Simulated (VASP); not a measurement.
Wanted: the native input for a VASP 6.6.1 run.

```yaml
Task: single point
Functional: PBE
Potentials_or_basis: VASP PAW PBE potentials, release 64 (In_d, O)
Cutoff: 600 eV
k_mesh: 3 × 3 × 3
Occupations: gaussian, width 0.2 eV
Spin: no spin polarisation
Dipole_correction: no
Further_INCAR_settings: ALGO = Normal; EDIFF = 1e-06; NBANDS = 58
```

The structure of In7O lies in POSCAR:

```
In7O
1.0
    4.5934603270      2.6520355546      2.7572417987
   -4.5934603270      2.6520355546      2.7572417987
    0.0000000000     -5.3040711143      2.7572417937
In O
7 1
Direct
    0.9379827622      0.3750249079      0.2015991266
    0.3750249079      0.2015991266      0.9379827622
    0.7984008734      0.0620172378      0.6249750921
    0.6249750921      0.7984008734      0.0620172378
    0.0620172378      0.6249750921      0.7984008734
    0.2015991266      0.9379827622      0.3750249079
    0.5000000000      0.5000000000      0.5000000000
    0.0000000000      0.0000000000      0.0000000000
```

This cell differs from its parent crystal: with an interstitial atom.

One way to write it, as run:

INCAR

```
PREC = Accurate
ENCUT = 600
EDIFF = 1E-6
ISMEAR = 0
SIGMA = 0.2
LREAL = F
LASPH = T
NELM = 120
ALGO = Normal
ISIF = 2
LWAVE = F
LCHARG = T
GGA = PE
LELF = T
LVHAR = T
NBANDS = 58
GGA_COMPAT = F
```

KPOINTS

```
regular mesh
0
Gamma
  3 3 3
```

Potentials or basis: VASP PAW PBE potentials, release 64 (In_d, O).

The run is started by

```bash
$ cat potpaw_PBE.64/In_d/POTCAR potpaw_PBE.64/O/POTCAR > POTCAR
$ mpirun -np 1 vasp_std > vasp.out
```

Results of the run:

The pressure is 0.0 GPa, the largest force is 0.039 eV/Å and the band gap on the k mesh is zero (an odd number of electrons rules out a gap without spin polarisation).

Caveat: the k points lie up to 0.37 Å⁻¹ apart, too coarse for converged energies and pressures of a metal; the cell differs from its parent crystal (with an interstitial atom); spin-orbit coupling is left out, which moves the levels of the heavy elements; an odd number of electrons without spin polarisation forces a metal; a magnetic or distorted state may lie lower.

Wall time 2.1 min on 1 thread of AMD EPYC 9R45 (Zen 5), on a shared host, peak memory 0.32 GiB.
